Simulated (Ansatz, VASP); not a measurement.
One calculation of C, two programs

The input INCAR:

```
SYSTEM = C
PREC = Accurate ; ENCUT = 520
EDIFF = 1E-7 ; ISMEAR = 0
SIGMA = 0.05 ; LREAL = Auto
LASPH = .TRUE. ; NELM = 80
ALGO = Normal ; ISIF = 2
LWAVE = .FALSE. ; LCHARG = .FALSE.
GGA = PS ; NBANDS = 43
```

The input KPOINTS:

```
Automatic mesh
0
G
  6 6 6
  0 0 0
```

Contents of POSCAR:

```
C
1.0
    0.0000000000      3.5537981836     -3.5537981836
   -3.5537981836      0.0000000000     -3.5537981836
   -3.5537981836      3.5537981836      0.0000000000
C
15
Direct
    0.2500000000      0.7500000000      0.2500000000
    0.7500000000      0.2500000000      0.2500000000
    0.2500000000      0.2500000000      0.2500000000
    0.7500000000      0.7500000000      0.7500000000
    0.2500000000      0.7500000000      0.7500000000
    0.7500000000      0.2500000000      0.7500000000
    0.2500000000      0.2500000000      0.7500000000
    0.8750000000      0.3750000000      0.3750000000
    0.3750000000      0.3750000000      0.3750000000
    0.8437500000      0.8437500000      0.3437500000
    0.3750000000      0.8750000000      0.3750000000
    0.8750000000      0.3750000000      0.8750000000
    0.3750000000      0.3750000000      0.8750000000
    0.8750000000      0.8750000000      0.8750000000
    0.3750000000      0.8750000000      0.8750000000
```

Input for Ansatz:

```yaml
crystal:
  lattice:
    - [0.0, 3.5537981836, -3.5537981836]
    - [-3.5537981836, 0.0, -3.5537981836]
    - [-3.5537981836, 3.5537981836, 0.0]
  atoms:
    - { symbol: C, position: [0.25, 0.75, 0.25] }
    - { symbol: C, position: [0.75, 0.25, 0.25] }
    - { symbol: C, position: [0.25, 0.25, 0.25] }
    - { symbol: C, position: [0.75, 0.75, 0.75] }
    - { symbol: C, position: [0.25, 0.75, 0.75] }
    - { symbol: C, position: [0.75, 0.25, 0.75] }
    - { symbol: C, position: [0.25, 0.25, 0.75] }
    - { symbol: C, position: [0.875, 0.375, 0.375] }
    - { symbol: C, position: [0.375, 0.375, 0.375] }
    - { symbol: C, position: [0.84375, 0.84375, 0.34375] }
    - { symbol: C, position: [0.375, 0.875, 0.375] }
    - { symbol: C, position: [0.875, 0.375, 0.875] }
    - { symbol: C, position: [0.375, 0.375, 0.875] }
    - { symbol: C, position: [0.875, 0.875, 0.875] }
    - { symbol: C, position: [0.375, 0.875, 0.875] }
basis:
  ecutwfc: 420
kpoints:
  mp_grid: { grid: [6, 6, 6] }
hamiltonian:
  xc: pbesol
  pseudopotentials: { kind: paw, azcp: { folder: soft_1 } }
scf:
  occupations: { method: gaussian, width: 0.05 }
output:
  forces: true
  stress: true
  eigenvalues: true
```

Change from the starting cell: C vacancy; atom 10 moved 0.250 of the way to it and +0.000 Å across, host rigid.

Alike in both runs: task single point; functional PBEsol; k mesh 6 × 6 × 6; occupations gaussian, width 0.05 eV; no spin polarisation.

|  | VASP | Ansatz |
| --- | --- | --- |
| version | VASP 6.6.1 | Ansatz 0.2.0 |
| potentials or method | VASP PAW PBE potentials, release 64 (C), cutoff 520 eV | scalar-relativistic, plane waves, PAW |
| valence electrons in the cell | 60 | 60 |

Ansatz gave:

- gap on the k mesh at the Fermi level (eV): none
- pressure (GPa): -11.2
- traceless stress, the component that is largest in VASP (GPa): 9.28
- rms of the force components (eV/Å): 1.447

Task: What did VASP give for the same quantities?

Result: gap on the k mesh at the Fermi level (eV): none; pressure (GPa): -10.2; traceless stress, the component that is largest in VASP (GPa): 9.25; rms of the force components (eV/Å): 1.438.

VASP's potentials were made for PBE, not for PBEsol, and Ansatz warns of the same on its side. Atom by atom the forces differ by 0.012 eV/Å (rms over components). A gap of «none» marks a metal or a gap that the smearing closes. With one functional, cell and mesh, what is left measures potentials, basis and numerics.
